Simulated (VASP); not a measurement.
Input of a VASP 6.6.1 run:

INCAR

```
PREC = Accurate
ENCUT = 600
EDIFF = 1E-8
ISMEAR = 0
SIGMA = 0.05
LREAL = F
LASPH = T
NELM = 120
ALGO = Normal
ISIF = 2
LWAVE = F
LCHARG = F
NBANDS = 35
IBRION = 8
NSW = 1
GGA_COMPAT = F
KPAR = 4
```

Contents of KPOINTS:

```
regular mesh
0
Gamma
  6 6 8
```

The input POSCAR:

```
SnO2
1.0
    4.7207174017      0.0000000000      0.0000000000
    0.0000000000      4.7207174017      0.0000000000
    0.0000000000      0.0000000000      3.1887553105
Sn O
2 4
Direct
    0.0000000000      0.0000000000      0.0000000000
    0.5000000000      0.5000000000      0.5000000000
    0.3061065496      0.3061065496      0.0000000000
    0.1938934504      0.8061065496      0.5000000000
    0.6938934504      0.6938934504      0.0000000000
    0.8061065496      0.1938934504      0.5000000000
```

Potentials or basis: VASP PAW LDA potentials, release 64 (Sn_d, O).

Command:

```console
$ cat potpaw_LDA.64/Sn_d/POTCAR potpaw_LDA.64/O/POTCAR > POTCAR
$ mpirun -np 4 vasp_std > vasp.out
```

(1) Predict the highest phonon frequency at Γ, LO-TO splitting left out.

## Answers

(1) 763 cm⁻¹.

Caveat: the cell stands under pressure or tension, which shifts response properties.
